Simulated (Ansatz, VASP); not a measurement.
Two plane-wave programs on ScSiS4

```xyz
6
Lattice="2.8705 -3.3947 0.0000 2.8705 3.3947 0.0000 0.0000 0.0000 5.7359" Properties=species:S:1:pos:R:3 pbc="T T T"
Sc    0.0000    0.0000    0.0000
Si    2.8705    0.0000    2.8680
S     2.8705   -0.6863    0.0000
S     2.8705    2.7130    2.8680
S     2.8705   -2.7130    2.8680
S     2.8705    0.6863    0.0000
```

Change from the starting cell: species swapped into the LaGdC4 type (Cmmm, No. 65).

Alike in both runs: task single point; functional PBE; k mesh 4 × 4 × 4; occupations gaussian, width 0.1 eV; no spin polarisation.

|  | VASP | Ansatz |
| --- | --- | --- |
| version | VASP 6.6.1 | Ansatz 0.2.0 |
| potentials or method | VASP PAW PBE potentials, release 64 (Sc_sv, Si, S), cutoff 520 eV | scalar-relativistic, plane waves, PAW |
| valence electrons in the cell | 39 | 39 |

```tsv
	VASP	Ansatz	Ansatz less VASP
gap on the k mesh at the Fermi level (eV)	none	none	-
rms of the force components (eV/Å)	32.600	32.776	+0.1757
```

Atom by atom the forces differ by 0.193 eV/Å (rms over components). A gap of «none» marks a metal or a gap that the smearing closes.
